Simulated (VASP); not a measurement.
The system is Ge.

```
CELL_PARAMETERS angstrom
5.93000 0.00000 0.00000
0.00000 5.93000 0.00000
0.00000 0.00000 6.98000
ATOMIC_POSITIONS crystal
Ge 0.09120 0.09120 0.00000
Ge 0.40880 0.59120 0.75000
Ge 0.90880 0.90880 0.50000
Ge 0.59120 0.40880 0.25000
Ge 0.17300 0.37840 0.24860
Ge 0.12160 0.67300 0.99860
Ge 0.82700 0.62160 0.74860
Ge 0.87840 0.32700 0.49860
Ge 0.67300 0.12160 0.00140
Ge 0.62160 0.82700 0.25140
Ge 0.32700 0.87840 0.50140
Ge 0.37840 0.17300 0.75140
```

| Property | Result |
| --- | --- |
| Program | VASP 6.6.1 |
| Task | relaxation of cell and atoms |
| Functional | RPBE |
| Potentials or basis | VASP PAW PBE potentials, release 64 (Ge_d) |
| Cutoff | 600 eV |
| k mesh | 3 × 3 × 3 |
| Occupations | fermi-dirac, width 0.05 eV |
| Spin | no spin polarisation |

At the start: pressure 5.7 GPa; volume 20.45 Å³/atom.

Problem. How do energy, volume and symmetry change on relaxing?

Solution. Over 13 steps the energy falls by 32.7 meV/atom and the volume is 22.15 Å³/atom (+8.3 %); space group P4_32_12 (No. 96, to 0.1 Å) before and after.

The path:
| step | energy change (eV) | largest force (eV/Å) | pressure (GPa) | volume (Å³) |
| --- | --- | --- | --- | --- |
| 1 | 0.0000 | 0.3496 | 5.70 | 245.45 |
| 2 | -0.3418 | 0.1628 | -1.24 | 272.19 |
| 3 | -0.3690 | 0.1181 | -0.03 | 265.93 |
| 4 | -0.3750 | 0.0973 | 0.02 | 265.98 |
| 5 | -0.3839 | 0.0778 | -0.09 | 266.10 |
| 6 | -0.3840 | 0.0863 | 0.00 | 266.12 |
| 7 | -0.3875 | 0.0588 | -0.03 | 266.13 |
| 8 | -0.3907 | 0.0269 | -0.06 | 266.16 |
| 9 | -0.3901 | 0.0579 | -0.13 | 266.21 |
| 10 | -0.3915 | 0.0378 | -0.10 | 266.18 |
| 11 | -0.3917 | 0.0326 | 0.07 | 264.91 |
| 12 | -0.3922 | 0.0175 | 0.04 | 265.55 |
| 13 | -0.3924 | 0.0067 | 0.03 | 265.77 |

Final structure:
```
Ge
1.0
     6.05480    0.00000    0.00000
     0.00000    6.05480    0.00000
     0.00000    0.00000    7.24950
Ge
12
Direct
  0.08723 0.08723 0.00000
  0.41277 0.58723 0.75000
  0.91277 0.91277 0.50000
  0.58723 0.41277 0.25000
  0.17026 0.37173 0.25211
  0.12827 0.67026 0.00211
  0.82974 0.62827 0.75211
  0.87173 0.32974 0.50211
  0.67026 0.12827 0.99789
  0.62827 0.82974 0.24789
  0.32974 0.87173 0.49789
  0.37173 0.17026 0.74789
```

Caveat: the PAW data sets were made with another functional, which shifts forces and pressure a little.
